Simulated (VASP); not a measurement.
A run of VASP 6.6.1 is set up as follows.

File INCAR:

```
SYSTEM = Pb
PREC = Accurate
ENCUT = 520
EDIFF = 1E-6
ISMEAR = -1
SIGMA = 0.1
LREAL = .FALSE.
LASPH = .TRUE.
NELM = 80
ALGO = Normal
ISIF = 2
LWAVE = .FALSE.
LCHARG = .FALSE.
GGA = PS
NBANDS = 28
```

KPOINTS

```
Automatic mesh
0
G
  7 7 9
  0 0 0
```

Contents of POSCAR:

```
Pb
1.0
    5.5617097157      0.0000000000      0.0000000000
   -2.7808548579      4.8165819023      0.0000000000
    0.0000000000      0.0000000000      3.3786890005
Pb
3
Direct
    1.0000000000      1.0000000000      0.0000000000
    0.3333333333      0.6666666667      0.5000000000
    0.6666666667      0.3333333333      0.5000000000
```

Potentials or basis: VASP PAW PBE potentials, release 64 (Pb_d).

Launch:

```console
$ cat potpaw_PBE.64/Pb_d/POTCAR > POTCAR
$ mpirun -np 1 vasp_std > vasp.out
```

Task: Predict the pressure.

Result: -0.1 GPa.

Task: Estimate the band gap on the k mesh.

Result: Zero (band 21 reaches 9.17 eV, above the bottom of band 22 at 5.09 eV).

Caveat: the PAW data sets were made with another functional, which shifts forces and pressure a little; spin-orbit coupling is left out, which moves the levels of the heavy elements.
